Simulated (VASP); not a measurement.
# NbP (I4_1md) in VASP: single point with PBE

Aim: the single point of NbP with PBE.

Program: VASP 6.6.1. These are calculated values, not measurements. Logs are shortened: lines on timing, memory, paths and dates and some standing lists are left out, and cuts for length are marked.

## (1) The cell of the first run

Symmetry: I4_1md, No. 109, tetragonal system. The conventional cell has a = 3.346 Å, b = 3.346 Å, c = 11.435 Å, α = 90.00°, β = 90.00°, γ = 90.00°. Nb (site symmetry 2mm) has 6 P at 2.54 to 2.55 Å and 8 Nb at 3.31 to 3.35 Å within 3.4 Å. P (site symmetry 2mm) has 6 Nb at 2.54 to 2.55 Å and 8 P at 3.31 to 3.35 Å within 3.4 Å.

## (2) Single point, PBE

Input file POSCAR:

```
NbP
1.0
   -1.6731146522      1.6731146522      5.7174130330
    1.6731146522     -1.6731146522      5.7174130330
    1.6731146522      1.6731146522     -5.7174130330
Nb P
2 2
Direct
    0.5000094769      0.5000094769      0.0000000000
    0.2500094769      0.7500094769      0.5000000000
    0.0826190931      0.0826190931      0.0000000000
    0.8326190931      0.3326190931      0.5000000000
```

Input file INCAR.step1:

```
SYSTEM = NbP
PREC = Accurate
ENCUT = 520
EDIFF = 1E-6
ISMEAR = 0
SIGMA = 0.05
LREAL = .FALSE.
LASPH = .TRUE.
NELM = 60
ALGO = Normal
ISIF = 2
LWAVE = .FALSE.
LCHARG = .TRUE.
LMAXMIX = 4
GGA = PE
NBANDS = 26
```

Input file KPOINTS.step1:

```
regular mesh
0
G
  14 14 14
  0 0 0
```

Input file INCAR.step2:

```
SYSTEM = NbP
PREC = Accurate
ENCUT = 520
EDIFF = 1E-6
ISMEAR = -5
SIGMA = 0.05
LREAL = .FALSE.
LASPH = .TRUE.
NELM = 60
ALGO = Normal
ISIF = 2
LWAVE = .FALSE.
LCHARG = .FALSE.
LMAXMIX = 4
GGA = PE
LORBIT = 10
NEDOS = 2001
ICHARG = 11
```

Input file KPOINTS.step2:

```
regular mesh
0
G
  21 21 21
  0 0 0
```

Potentials or basis: VASP PAW PBE potentials, release 64 (Nb_sv, P).

Command:

```console
$ cat potpaw_PBE.64/Nb_sv/POTCAR potpaw_PBE.64/P/POTCAR > POTCAR
$ cp INCAR.step1 INCAR
$ cp KPOINTS.step1 KPOINTS
$ mpirun -np 1 vasp_std > vasp.out
$ cp INCAR.step2 INCAR
$ cp KPOINTS.step2 KPOINTS
$ mpirun -np 1 vasp_std > vasp.out
```

OUTCAR:

```text
SYSTEM = NbP
   PREC = Accurate
   ENCUT = 520
   EDIFF = 1E-6
   ISMEAR = -5
   LREAL = .FALSE.
   LASPH = .TRUE.
   NELM = 60
   ISIF = 2
   GGA = PE
   LORBIT = 10
   ICHARG = 11

 ion  position               nearest neighbor table
   1  0.500  0.500  0.000-   4 2.54   4 2.54   3 2.55   3 2.55   3 2.55   3 2.55
   2  0.250  0.750  0.500-   3 2.54   3 2.54   4 2.55   4 2.55   4 2.55   4 2.55
   3  0.083  0.083  0.000-   2 2.54   2 2.54   1 2.55   1 2.55   1 2.55   1 2.55
   4  0.833  0.333  0.500-   1 2.54   1 2.54   2 2.55   2 2.55   2 2.55   2 2.55

  LATTYP: Found a body centered tetragonal cell.
 ALAT       =     3.3462293044
 C/A-ratio  =     3.4172272806

  Lattice vectors:

 A1 = (  -1.6731146522,   1.6731146522,   5.7174130330)
 A2 = (   1.6731146522,  -1.6731146522,   5.7174130330)
 A3 = (   1.6731146522,   1.6731146522,  -5.7174130330)

Analysis of symmetry for initial positions (statically):
=====================================================================
 Subroutine PRICEL returns:
 Original cell was already a primitive cell.

 Routine SETGRP: Setting up the symmetry group for a
 body centered tetragonal supercell.

 Subroutine GETGRP returns: Found  8 space group operations
 (whereof  4 operations were pure point group operations)
 out of a pool of 16 trial point group operations.

The static configuration has the point symmetry C_2v.
 The point group associated with its full space group is C_4v.

Analysis of symmetry for dynamics (positions and initial velocities):
=====================================================================
 Subroutine PRICEL returns:
 Original cell was already a primitive cell.

 Routine SETGRP: Setting up the symmetry group for a
 body centered tetragonal supercell.

 Subroutine GETGRP returns: Found  8 space group operations
 (whereof  4 operations were pure point group operations)
 out of a pool of 16 trial point group operations.

The dynamic configuration has the point symmetry C_2v.
 The point group associated with its full space group is C_4v.

 Subroutine INISYM returns: Found  8 space group operations
 (whereof  4 operations are pure point group operations),
 and found     1 'primitive' translations

----------------------------------------------------------------------------------------

                                     Primitive cell

  volume of cell :      64.0193

  direct lattice vectors                    reciprocal lattice vectors
    -1.673114652  1.673114652  5.717413033     0.000000000  0.298843836  0.087452139
     1.673114652 -1.673114652  5.717413033     0.298843836  0.000000000  0.087452139
     1.673114652  1.673114652 -5.717413033     0.298843836  0.298843836  0.000000000

  length of vectors
     6.187684306  6.187684306  6.187684306     0.311376805  0.311376805  0.422629005

  position of ions in fractional coordinates (direct lattice)
     0.500009477  0.500009477  0.000000000
     0.250009477  0.750009477  0.500000000
     0.082619093  0.082619093  0.000000000
     0.832619093  0.332619093  0.500000000

  ion indices of the primitive-cell ions
   primitive index   ion index
                 1           1
                 2           2
                 3           3
                 4           4

----------------------------------------------------------------------------------------

 KPOINTS: regular mesh

Automatic generation of k-mesh.
 Grid dimensions read from file:
 generate k-points for:   21   21   21

 Generating k-lattice:

  Cartesian coordinates                     Fractional coordinates (reciprocal lattice)
     0.000000000  0.014230659  0.004164388     0.047619048 -0.000000000  0.000000000
     0.014230659  0.000000000  0.004164388    -0.000000000  0.047619048  0.000000000
     0.014230659  0.014230659  0.000000000     0.000000000  0.000000000  0.047619048

  Length of vectors
     0.014827467  0.014827467  0.020125191

  Shift w.r.t. Gamma in fractional coordinates (k-lattice)
     0.000000000  0.000000000  0.000000000

 TETIRR: Found  11769 inequivalent tetrahedra from    55566

 Subroutine IBZKPT returns following result:
 ===========================================

 Found    726 irreducible k-points:

 Following reciprocal coordinates:
            Coordinates               Weight
  0.000000  0.000000  0.000000      1.000000
  0.047619  0.000000 -0.000000      8.000000
  0.095238 -0.000000  0.000000      8.000000
  0.142857  0.000000  0.000000      8.000000
  0.190476 -0.000000  0.000000      8.000000
  0.238095 -0.000000  0.000000      8.000000
[... 16 lines left out ...]
 -0.428571  0.047619  0.000000     16.000000
 -0.380952  0.047619 -0.000000     16.000000
 [... further k-points ...]
   k-points           NKPTS =    726   k-points in BZ     NKDIM =    726   number of bands    NBANDS=     22
   number of dos      NEDOS =   2001   number of ions     NIONS =      4
   total plane-waves  NPLWV = 110592
   dimension x,y,z NGX =    48 NGY =   48 NGZ =   48
   dimension x,y,z NGXF=    96 NGYF=   96 NGZF=   96
   ions per type =               2   2
   NGX,Y,Z   is equivalent  to a cutoff of  12.90, 12.90, 12.90 a.u.
   NGXF,Y,Z  is equivalent  to a cutoff of  25.79, 25.79, 25.79 a.u.
 SYSTEM =  NbP
   PREC   = accura    normal or accurate (medium, high low for compatibility)
   ISTART =      0    job   : 0-new  1-cont  2-samecut
   ICHARG =     11    charge: 1-file 2-atom 10-const
   ISPIN  =      1    spin polarized calculation?
   LNONCOLLINEAR =      F non collinear calculations
   LSORBIT =      F    spin-orbit coupling
   LASPH  =      T    aspherical Exc in radial PAW
   ENCUT  =  520.0 eV  38.22 Ry    6.18 a.u.  11.50 11.50 11.50*2*pi/ulx,y,z
   NELM   =     60;   NELMIN=  2; NELMDL=  0     # of ELM steps
   EDIFF  = 0.1E-05   stopping-criterion for ELM
   LREAL  =      F    real-space projection
   EDIFFG = 0.1E-04   stopping-criterion for IOM
   NSW    =      0    number of steps for IOM
   IBRION =     -1    ionic relax: 0-MD 1-quasi-New 2-CG
   NFREE  =      0    steps in history (QN), initial steepest desc. (CG)
   ISIF   =      2    stress and relaxation
   ISYM   =      2    0-nonsym 1-usesym 2-fastsym
   POTIM  = 0.5000    time-step for ionic-motion
   TEBEG  =    0.0;   TEEND  =   0.0 temperature during run
   PSTRESS=    0.0 pullay stress
   NELECT =      36.0000    total number of electrons
   NUPDOWN=      -1.0000    fix difference up-down
   EMIN   =  10.00;   EMAX   =-10.00  energy-range for DOS
   EFERMI =   0.00;   METHOD = LEGACY
   ISMEAR =    -5;   SIGMA  =   0.05  broadening in eV -4-tet -1-fermi 0-gaus
   EFERMI_NEDOS =   21; number of points for ismear=-14 and -15
   IALGO  =     38    algorithm
   IMIX   =      4    mixing-type and parameters
     AMIX     =   0.40;   BMIX     =  1.00
     AMIX_MAG =   1.60;   BMIX_MAG =  1.00
  volume/ion in A,a.u.               =      16.00       108.01
  Fermi-wavevector in a.u.,A,eV,Ry     =   1.351259  2.553510 24.842899  1.825902
  Thomas-Fermi vector in A             =   2.478696
   LORBIT       =     10    0 simple, 1 ext, 2 COOP (PROOUT), +10 PAW based schemes
   GGA     = PE    functional components
   LHFCALC =     F    Hartree Fock is set to
   AEXX    =    0.0000 exact exchange contribution
   IVDW    =     0    specifies the selected vdW correction
   LEPSILON=     F    determine dielectric tensor
   LRPA    =     F    only Hartree local field effects (RPA)
 non-spin polarized calculation
 Fermi weights with tetrahedron method with Bloechl corrections
  energy-cutoff  :      520.00
  volume of cell :       64.02
 maximum number of plane-waves:      1742
 NGX is ok and might be reduce to    48

 number of electron      36.0000000 magnetization

 Free energy of the ion-electron system (eV)
  ---------------------------------------------------
  ext. energy  EPLUGINS =         0.00000000
  ---------------------------------------------------
  free energy    TOTEN  =       -35.32087627 eV

  energy without entropy =      -35.32087627  energy(sigma->0) =      -35.32087627

 E-fermi :  10.6634     XC(G=0): -12.0187

 val. band max:       10.6962065220   @ k =  -0.2381  -0.4762   0.2381
 cond. band min:      10.6431532141   @ k =  -0.0952   0.4286   0.0952
 fundamental gap:     -0.0530533079
 Fermi energy:        10.6634182050

 k-point     1 :       0.0000    0.0000    0.0000
  band No.  band energies     occupation
      1     -44.2919      2.00000
      2     -44.2534      2.00000
      3     -20.5584      2.00000
      4     -20.3561      2.00000
      5     -20.3561      2.00000
      6     -20.2125      2.00000
[... 14 lines left out ...]
     21      13.3239      0.00000
     22      13.8010      0.00000

 k-point     2 :       0.0476    0.0000   -0.0000
  band No.  band energies     occupation
      1     -44.2913      2.00000
      2     -44.2532      2.00000
      3     -20.5563      2.00000
      4     -20.3623      2.00000
      5     -20.3556      2.00000
      6     -20.2189      2.00000
[... 14 lines left out ...]
     21      13.2887      0.00000
     22      13.7659      0.00000

 k-point     3 :       0.0952   -0.0000    0.0000
  band No.  band energies     occupation
      1     -44.2897      2.00000
      2     -44.2526      2.00000
      3     -20.5501      2.00000
      4     -20.3803      2.00000
      5     -20.3542      2.00000
      6     -20.2366      2.00000
[... 14 lines left out ...]
     21      13.0805      0.00000
     22      13.6296      0.00000
[... 476 lines left out ...]
 k-point    23 :      -0.4286    0.0476    0.0000
  band No.  band energies     occupation
      1     -44.2659      2.00000
      2     -44.2455      2.00000
      3     -20.6364      2.00000
      4     -20.4814      2.00000
      5     -20.3917      2.00000
      6     -20.3403      2.00000
[... 14 lines left out ...]
     21      13.0069      0.00000
     22      13.3250      0.00000

 k-point    24 :      -0.3810    0.0476   -0.0000
  band No.  band energies     occupation
      1     -44.2686      2.00000
      2     -44.2458      2.00000
      3     -20.6143      2.00000
      4     -20.4715      2.00000
      5     -20.3957      2.00000
      6     -20.3422      2.00000
[... 14 lines left out ...]
     21      12.7106      0.00000
     22      13.3729      0.00000

 [... further k-points ...]

------------------------ aborting loop because EDIFF is reached ----------------------------------------

  FORCE on cell =-STRESS in cart. coord.  units (eV):
  Direction    XX          YY          ZZ          XY          YZ          ZX
  --------------------------------------------------------------------------------------
  -------------------------------------------------------------------------------------
  Total       -0.1613053     -0.1613053     -0.1442628      0.0000000      0.0000000      0.0000000
  in kB       -4.0369018     -4.0369018     -3.6103886      0.0000000      0.0000000      0.0000000
  external PRESSURE =      -3.8947307 kB  Pullay stress =       0.0000000 kB

 VOLUME and BASIS-vectors are now :
 -----------------------------------------------------------------------------
  energy-cutoff  :      520.00
  volume of cell :       64.02
      direct lattice vectors                 reciprocal lattice vectors
    -1.673114652  1.673114652  5.717413033     0.000000000  0.298843836  0.087452139
     1.673114652 -1.673114652  5.717413033     0.298843836  0.000000000  0.087452139
     1.673114652  1.673114652 -5.717413033     0.298843836  0.298843836  0.000000000

 POSITION                                       TOTAL-FORCE (eV/Angst)
 -----------------------------------------------------------------------------------
      0.00000      0.00000      5.71752         0.000000     -0.000000      0.005331
      1.67311     -0.00000      2.85881        -0.000000      0.000000      0.005331
      0.00000      0.00000      0.94473         0.000000     -0.000000     -0.005331
      0.00000      1.67311      3.80344        -0.000000      0.000000     -0.005331
 -----------------------------------------------------------------------------------
    total drift:                                0.000000      0.000000     -0.001034

  FREE ENERGIE OF THE ION-ELECTRON SYSTEM (eV)
  ---------------------------------------------------
  free  energy   TOTEN  =       -35.3208762680 eV

  energy  without entropy=      -35.3208762680  energy(sigma->0) =      -35.32087627

 total charge

# of ion       s       p       d       tot
------------------------------------------
    1        2.156   6.029   2.462  10.647
    2        2.156   6.029   2.462  10.647
    3        1.021   1.532   0.000   2.553
    4        1.021   1.532   0.000   2.553
--------------------------------------------------
tot          6.354  15.121   4.923  26.399
```

Run time: 35 min. Hardware: 1 thread of Intel Xeon Platinum 8488C (Sapphire Rapids), shared host; peak memory 1 GiB.

What came out:

- Valence electrons inside the program's atomic spheres: Nb 10.65; P 2.55
